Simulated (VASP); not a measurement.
# SiC: vibrations by perturbation theory with LDA

Crystal: SiC.

```
Si C
1.0
     0.00000    2.16449    2.16449
     2.16449    0.00000    2.16449
     2.16449    2.16449    0.00000
Si C
1 1
Direct
  0.00000 0.00000 0.00000
  0.75000 0.75000 0.75000
```

```json
{
 "Program": "VASP 6.6.1",
 "Task": "vibrations by perturbation theory",
 "Functional": "LDA",
 "Potentials or basis": "VASP PAW LDA potentials, release 64 (Si, C)",
 "Cutoff": "520 eV",
 "k mesh": "12 × 12 × 12",
 "Occupations": "gaussian, width 0.01 eV",
 "Spin": "no spin polarisation",
 "Dipole correction": "no",
 "Further INCAR settings": "ALGO = Normal; EDIFF = 1e-08; IBRION = 8; NSW = 1"
}
```

```
Electronic dielectric tensor (diagonal)                 : 6.94
Born charges (mean of the diagonal)                     : Si +2.71; C -2.71 e
Highest phonon frequency at Γ, LO-TO splitting left out : 798 cm⁻¹
```

Phonon frequencies in cm⁻¹ (negative: imaginary):
| q point | frequencies |
| --- | --- |
| (0.000, 0.000, 0.000) | 0 0 0 798 798 798 |

Electronic dielectric tensor:
```
6.94 0.00 0.00
0.00 6.94 0.00
0.00 0.00 6.94
```

Born effective charge tensors (e):
atom 1, Si
```
2.71 0.00 0.00
0.00 2.71 0.00
0.00 0.00 2.71
```
atom 2, C
```
-2.71  0.00  0.00
 0.00 -2.71  0.00
 0.00  0.00 -2.71
```

Wall time 4.6 min on 1 thread of Intel(R) Xeon(R) Platinum 8259CL CPU @ 2.50GHz (Skylake/Cascade Lake), with other jobs on the host, peak memory 0.23 GiB.
